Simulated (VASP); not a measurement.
InP, 2 atoms in the cell. It takes space group F-43m (No. 216, cubic). The conventional cell has a = 5.861 Å, b = 5.861 Å, c = 5.861 Å, α = 90.00°, β = 90.00°, γ = 90.00°. In (site symmetry -43m) has 4 P at 2.54 Å within 3.3 Å. P (site symmetry -43m) has 4 In at 2.54 Å within 3.3 Å. 

```yaml
Program: VASP 6.6.1
Task: single point
Functional: HSE06
Potentials_or_basis: VASP PAW PBE potentials, release 64 (In_d, P)
Cutoff: 520 eV
k_mesh: 4 × 4 × 4
Occupations: fermi-dirac, width 0.05 eV
Spin: no spin polarisation
Dipole_correction: no
Grid_for_exact_exchange_PRECFOCK: Normal
Further_INCAR_settings: ALGO = Normal; EDIFF = 1e-07; NBANDS = 16
Screening_parameter: 0.2079 1/Å
```

Potentials or basis: VASP PAW PBE potentials, release 64 (In_d, P).

The run is started by

```sh
$ cat potpaw_PBE.64/In_d/POTCAR potpaw_PBE.64/P/POTCAR > POTCAR
$ cp INCAR.step1 INCAR
$ mpirun -np 1 vasp_std > vasp.out
$ cp INCAR.step2 INCAR
$ mpirun -np 1 vasp_std > vasp.out
```

Hardware: 1 thread of Intel(R) Xeon(R) Platinum 8488C (Sapphire Rapids) (shared host).

Estimate the wall time of this run.

It took 3.5 min on 1 thread of Intel(R) Xeon(R) Platinum 8488C (Sapphire Rapids), on a shared host, peak memory 0.28 GiB. Counts: k points 8.
